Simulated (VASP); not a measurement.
A run of VASP 6.6.1:

INCAR

```
SYSTEM = Nb3RuC
ALGO     = Normal         ! electronic algorithm
EDIFF    = 1E-6           ! SCF threshold, eV
EDIFFG   = -0.04          ! ionic threshold
ENCUT    = 600            ! plane-wave cutoff, eV
GGA      = PE             ! functional
IBRION   = 2              ! ionic algorithm
ISIF     = 3              ! what is computed and relaxed
ISMEAR   = 0              ! smearing method
LASPH    = .True.         ! aspherical terms in the spheres
LCHARG   = .False.        ! write CHGCAR
LREAL    = .False.        ! projectors in reciprocal space
LWAVE    = .False.        ! write WAVECAR
NELM     = 100            ! most SCF steps
NSW      = 90             ! ionic steps
PREC     = Accurate       ! precision mode
SIGMA    = 0.1            ! smearing width, eV
```

The input KPOINTS:

```
k-points
0
Gamma
  4 4 4
  0 0 0
```

The input POSCAR:

```
Nb3RuC
1.0
    3.9569523800      0.0000000000      0.0000000000
    0.0000000000      3.9569523800      0.0000000000
    0.0000000000      0.0000000000      3.9569523800
Nb Ru C
3 1 1
Direct
    0.5000000000      0.0000000000      0.5000000000
    0.5000000000      0.5000000000      0.0000000000
    0.0000000000      0.5000000000      0.5000000000
    0.5000000000      0.5000000000      0.5000000000
    0.0000000000      0.0000000000      0.0000000000
```

Potentials or basis: VASP PAW PBE potentials, release 64 (Nb_sv, Ru_pv, C).

Run with:

```console
$ cat potpaw_PBE.64/Nb_sv/POTCAR potpaw_PBE.64/Ru_pv/POTCAR potpaw_PBE.64/C/POTCAR > POTCAR
$ mpirun -np 1 vasp_std > vasp.out
```

Hardware: 1 thread of Intel Xeon 8259CL, with other jobs on the host.

Problem. How long does it take, and how much memory?

Solution. It took 8.1 min on 1 thread of Intel Xeon 8259CL (shared host), peak memory 0.2 GiB. Counts: scf iterations 166, k points 10, ion steps 6.
